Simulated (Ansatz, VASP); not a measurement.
**Te4O: VASP beside Ansatz**

```
Te O
1.0
     4.98166    0.00000    0.00000
     0.00000    4.98166    0.00000
     0.00000    0.00000    4.98166
Te O
4 1
Direct
  0.27466 0.27466 0.27466
  0.72534 0.72534 0.27466
  0.27466 0.72534 0.72534
  0.72534 0.27466 0.72534
  0.00000 0.00000 0.00000
```

Change from the starting cell: species swapped into the SnI4 type (P-43m, No. 215).

Alike in both runs: functional PBE; k mesh 8 × 8 × 8; occupations gaussian, width 0.1 eV; no spin polarisation.

Ansatz relaxed the structure, and its values are those at the end. VASP's run is a single point on that final structure, the one shown.

```csv
,VASP,Ansatz
version,VASP 6.6.1,Ansatz 0.2.0
potentials or method,"VASP PAW PBE potentials, release 64 (Te, O), cutoff 520 eV","scalar-relativistic, plane waves, PAW"
valence electrons in the cell,30,70
```

```tsv
	VASP	Ansatz	Ansatz less VASP
gap on the k mesh at the Fermi level (eV)	none	none	-
pressure (GPa)	-0.2	0.0	+0.19
rms of the force components (eV/Å)	0.008	0.001	-0.0077
```

A gap of «none» marks a metal or a gap that the smearing closes. With one functional, cell and mesh, what is left measures potentials, basis and numerics. VASP's potentials hold 30 valence electrons a cell and Ansatz's 70, so a difference there can come from the potentials and not from the codes.

Neither program's run includes spin-orbit coupling.
